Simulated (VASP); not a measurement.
B3C:

```
B C
1.0
     3.90703    0.00000    0.00000
    -1.95351    3.38359    0.00000
     0.00000    0.00000    4.04920
B C
6 2
Direct
  0.37037 0.37037 0.25000
  0.00000 0.37037 0.75000
  0.62963 0.00000 0.25000
  0.62963 0.62963 0.75000
  0.00000 0.62963 0.25000
  0.37037 0.00000 0.75000
  0.00000 0.00000 0.00000
  0.00000 0.00000 0.50000
```

| Property | Result |
| --- | --- |
| Program | VASP 6.6.1 |
| Task | relaxation of cell and atoms |
| Functional | PBE |
| Potentials or basis | VASP PAW PBE potentials, release 64 (B, C) |
| Cutoff | 600 eV |
| k mesh | 12 × 12 × 10 |
| Occupations | gaussian, width 0.1 eV |
| Spin | no spin polarisation |

At the start: pressure -0.4 GPa; volume 6.69 Å³/atom.

Task: How do energy, volume and symmetry change on relaxing?

Result: Over 25 steps the energy falls by 777.7 meV/atom and the volume is 6.48 Å³/atom (-3.2 %); space group P6_3/mcm (No. 193, to 0.1 Å) before and after.

Step by step:
```tsv
step	energy change (eV)	largest force (eV/Å)	pressure (GPa)	volume (Å³)
1	0.0000	0.2706	-0.41	53.53
2	-0.0749	0.3396	1.11	53.39
3	-0.5870	0.4448	6.36	52.90
4	-3.4086	0.6704	13.46	51.57
5	-3.5718	5.7154	48.52	47.76
6	-5.1776	1.4132	23.95	49.92
7	-5.1960	2.1749	28.19	49.45
8	-5.1997	2.2089	28.18	49.45
9	-5.2074	2.3092	28.23	49.45
10	-5.2076	2.5160	28.35	49.46
11	-5.2101	2.4218	28.28	49.45
12	-5.2212	2.4067	28.04	49.48
13	-5.2541	2.3628	27.27	49.55
14	-5.3177	2.2755	25.78	49.70
15	-5.4366	2.1055	22.86	49.99
16	-5.6424	1.7832	17.36	50.58
17	-5.9356	1.2068	7.41	51.76
18	-6.1201	0.2924	-8.51	54.17
19	-6.1225	0.3699	-7.14	53.93
20	-6.1402	0.3406	-6.49	53.71
21	-6.1833	0.2477	-4.38	53.06
22	-6.2210	0.0427	0.48	51.77
23	-6.2211	0.0354	0.65	51.73
24	-6.2214	0.0166	0.37	51.77
25	-6.2215	0.0029	0.01	51.83
```

Final structure:
```
B C
1.0
     3.37415    0.00000    0.00000
    -1.68708    2.92210    0.00000
     0.00000    0.00000    5.25635
B C
6 2
Direct
  0.33631 0.33631 0.25000
  0.00000 0.33631 0.75000
  0.66369 0.00000 0.25000
  0.66369 0.66369 0.75000
  0.00000 0.66369 0.25000
  0.33631 0.00000 0.75000
  0.00000 0.00000 0.00000
  0.00000 0.00000 0.50000
```

Caveat: a cell axis changed by over 15 % at a fixed basis, so the end point is rough.
